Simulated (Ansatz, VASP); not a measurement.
# Two plane-wave programs on Al

File INCAR:

```
SYSTEM = Al
PREC = Accurate ; ENCUT = 500
EDIFF = 1E-7 ; ISMEAR = -1
SIGMA = 0.1 ; LREAL = .False.
LASPH = .True. ; NELM = 120
ALGO = Normal ; ISIF = 3
LWAVE = .False. ; LCHARG = .False.
IBRION = 2 ; NSW = 80
EDIFFG = -0.01 ; GGA_COMPAT = .False.
NELMIN = 4
```

KPOINTS

```
regular mesh
0
Gamma
  13 13 13
  0 0 0
```

File POSCAR:

```
Al
1.0
    0.0000000000      2.0247900000      2.0247900000
    2.0247900000      0.0000000000      2.0247900000
    2.0247900000      2.0247900000      0.0000000000
Al
1
Direct
    0.0000000000      0.0000000000      0.0000000000
```

Input for Ansatz:

```yaml
crystal:
  lattice:
    - [0.0, 2.02479, 2.02479]
    - [2.02479, 0.0, 2.02479]
    - [2.02479, 2.02479, 0.0]
  atoms:
    - { symbol: Al, position: [0.0, 0.0, 0.0] }
hamiltonian:
  xc: lda
  pseudopotentials: { kind: paw, azcp: { folder: soft_1 } }
basis:
  ecutwfc: 420
  fft_grid_basis: typed
kpoints:
  mp_grid: { grid: [13, 13, 13], shift: [0, 0, 0] }
magnetization:
  spin_polarized: false
scf:
  occupations: { method: fermi_dirac, width: 0.1 }
relax:
  max_steps: 60
  f_tol: 0.01
  cell: {}
```

Alike in both runs: task relaxation of cell and atoms; functional LDA; k mesh 13 × 13 × 13; occupations fermi-dirac, width 0.1 eV; no spin polarisation.

|  | VASP | Ansatz |
| --- | --- | --- |
| version | VASP 6.6.1 | Ansatz 0.2.0 |
| potentials or method | VASP PAW LDA potentials, release 64 (Al), cutoff 500 eV | plane waves (420 eV) with PAW (set soft_1), scalar-relativistic |
| valence electrons in the cell | 3 | 3 |

```csv
,VASP,Ansatz,Ansatz less VASP
relaxed volume (Å³/atom),15.81,15.79,-0.013
relaxed cell length with the largest relative difference (Å),2.817,2.816,-0.0008
```

Ansatz warns that its potentials were made for another functional, while VASP's fit it. LDA's correlation is that of Perdew and Zunger in VASP and of Perdew and Wang (1992) in Ansatz.
